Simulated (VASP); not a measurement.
Runs of VASP 6.6.1 on Sr. The structure is that of space group P6/mmm (No. 191), or close to it. The cells are those of the table. 

```csv
task,cell,cutoff (eV),k mesh for the DOS,occupations for the DOS,gap on the mesh (eV),pressure (GPa)
single point,"a = 5.467, b = 5.467, c = 3.212 Å, angles 90.0, 90.0, 120.0°, 3 atoms",520,-,-,none,(a)
single point,"a = 6.575, b = 6.575, c = 3.909 Å, angles 90.0, 90.0, 120.0°, 3 atoms",520,-,-,none,1.7
single point,"a = 5.198, b = 5.198, c = 3.056 Å, angles 90.0, 90.0, 120.0°, 3 atoms",520,-,-,none,32.5
single point,"a = 5.744, b = 5.744, c = 3.376 Å, angles 90.0, 90.0, 120.0°, 3 atoms",520,-,-,none,14.1
relaxation of shape and atoms at fixed volume,"relaxed from a = 5.169, b = 5.169, c = 3.090 Å, angles 90.0, 90.0, 120.0°, 3 atoms",600,-,-,none,32.6
single point,"a = 6.848, b = 6.848, c = 4.094 Å, angles 90.0, 90.0, 120.0°, 3 atoms",520,-,-,none,(b)
```

Alike in all rows: level PBE; potentials or basis VASP PAW PBE potentials, release 64 (Sr_sv); no spin polarisation; k mesh 5 × 5 × 7; smearing fermi-dirac 0.1 eV.

Task: Estimate the missing entries.

Result: (a) 22.0; (b) 0.0.

A k mesh can miss the band edges, and the runs leave out spin-orbit coupling on Sr.

A gap of «none» marks levels without a gap at the run's occupations.
